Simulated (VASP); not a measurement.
HfN: relaxation of the atoms with r2SCAN

The system is HfN.

```
CELL_PARAMETERS angstrom
0.00000 2.23236 2.23236
2.23236 0.00000 2.23236
2.23236 2.23236 0.00000
ATOMIC_POSITIONS crystal
Hf 0.00000 0.00000 0.00000
N 0.50000 0.50000 0.50000
```

```yaml
Program: VASP 6.6.1
Task: relaxation of the atoms
Functional: r2SCAN
Potentials_or_basis: VASP PAW PBE potentials, release 64 (Hf_pv, N)
Cutoff: 520 eV
k_mesh: 13 × 13 × 13
Occupations: fermi-dirac, width 0.1 eV
Spin: no spin polarisation
Dipole_correction: no
Further_INCAR_settings: ALGO = Normal; EDIFF = 1e-06; IBRION = 2; EDIFFG = -0.01; NSW = 50
```

* Pressure after relaxing: 9.7 GPa
* Band gap on the k mesh: zero (an odd number of electrons rules out a gap without spin polarisation)

Final structure:
```
CELL_PARAMETERS angstrom
0.00000 2.23236 2.23236
2.23236 0.00000 2.23236
2.23236 2.23236 0.00000
ATOMIC_POSITIONS crystal
Hf 0.00000 0.00000 0.00000
N 0.50000 0.50000 0.50000
```

Levels at points of the mesh, in eV from the Fermi level:
```
           k point  band 5  band 6  band 7  band 8  band 9  band 10  band 11
(0.00, 0.00, 0.00)   -3.51   -3.51   -3.51   -0.39   -0.39    -0.39     2.39
```

Wall time 71 s on 1 thread of AMD EPYC 7R13 Processor (Zen 3), with other jobs on the host, peak memory 0.13 GiB.

Caveat: the relaxation stopped at its first step, so nothing moved; the PAW data sets were made with another functional, which shifts forces and pressure a little; spin-orbit coupling is left out, which moves the levels of the heavy elements; an odd number of electrons without spin polarisation forces a metal; a magnetic or distorted state may lie lower.
